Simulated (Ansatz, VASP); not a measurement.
# Al in VASP and in Ansatz

Contents of INCAR:

```
PREC = Accurate
ENCUT = 520
EDIFF = 1E-6
ISMEAR = -1
SIGMA = 0.05
LREAL = F
LASPH = T
NELM = 60
ALGO = Normal
ISIF = 2
LWAVE = F
LCHARG = F
GGA = PS
NBANDS = 8
```

KPOINTS

```
Automatic mesh
0
Gamma
  14 14 14
```

The input POSCAR:

```
Al
1.0
    0.0000000000      1.9966255657      1.9966255657
    1.9966255657      0.0000000000      1.9966255657
    1.9966255657      1.9966255657      0.0000000000
Al
1
Direct
    0.0000000000      0.0000000000      0.0000000000
```

Input for Ansatz:

```yaml
crystal:
  lattice:
    - [0.0, 1.9966255657, 1.9966255657]
    - [1.9966255657, 0.0, 1.9966255657]
    - [1.9966255657, 1.9966255657, 0.0]
  atoms:
    - { symbol: Al, position: [0.0, 0.0, 0.0] }
kpoints:
  mp_grid: { grid: [14, 14, 14] }
  band_path:
    path:
      - [0.0, 0.0, 0.0]
      - [0.5, 0.0, 0.5]
      - [0.625, 0.25, 0.625]
      - [0.375, 0.375, 0.75]
      - [0.0, 0.0, 0.0]
      - [0.5, 0.5, 0.5]
      - [0.5, 0.25, 0.75]
      - [0.5, 0.0, 0.5]
    npoints: 5
scf:
  occupations: { method: fermi_dirac, width: 0.05 }
hamiltonian:
  xc: pbesol
  pseudopotentials: { kind: all_electron, lapw: { basis_error: 0.001 } }
output:
  forces: true
  stress: true
  eigenvalues: true
```

Change from the starting cell: volume scaled by 0.96.

Alike in both runs: task single point; functional PBEsol; k mesh 14 × 14 × 14; occupations fermi-dirac, width 0.05 eV; no spin polarisation.

|  | VASP | Ansatz |
| --- | --- | --- |
| version | VASP 6.6.1 | Ansatz 0.2.0 |
| potentials or method | VASP PAW PBE potentials, release 64 (Al), cutoff 520 eV | all-electron LAPW, scalar-relativistic |

```csv
,VASP,Ansatz,Ansatz less VASP
pressure (GPa),1.2,1.2,-0.07
```

VASP's potentials were made for PBE, not for PBEsol. Ansatz ran all-electron here, and VASP with PAW potentials.
